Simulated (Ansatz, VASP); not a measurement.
## One calculation of Te4W, two programs

```
CELL_PARAMETERS angstrom
3.11067 1.79595 4.71435
-3.11067 1.79595 4.71435
0.00000 -3.59190 4.71435
ATOMIC_POSITIONS crystal
Te 0.50000 0.50000 0.00000
Te 0.00000 0.50000 0.50000
Te 0.50000 0.00000 0.50000
Te 0.50000 0.50000 0.50000
W 0.00000 0.00000 0.00000
```

Alike in both runs: task relaxation of cell and atoms; functional PBE; k mesh 3 × 3 × 3; occupations gaussian, width 0.1 eV; no spin polarisation.

|  | VASP | Ansatz |
| --- | --- | --- |
| version | VASP 6.6.1 | Ansatz 0.2.0 |
| potentials or method | VASP PAW PBE potentials, release 64 (Te, W_sv), cutoff 600 eV | scalar-relativistic, plane waves, PAW |
| valence electrons in the cell | 38 | 78 |

|  | VASP | Ansatz | Ansatz less VASP |
| --- | --- | --- | --- |
| gap on the k mesh at the Fermi level, each at its own relaxed structure (eV) | none | none | - |
| relaxed volume (Å³/atom) | 36.16 | 36.18 | +0.018 |
| relaxed length of the cell vector where the two differ most in proportion (Å) | 6.591 | 6.592 | +0.0014 |

A gap of «none» marks a metal or a gap that the smearing closes. VASP's potentials hold 38 valence electrons a cell and Ansatz's 78, so a difference there can come from the potentials and not from the codes.

The k mesh is coarse, so the values compare programs but aren't converged. Neither program's run includes spin-orbit coupling.
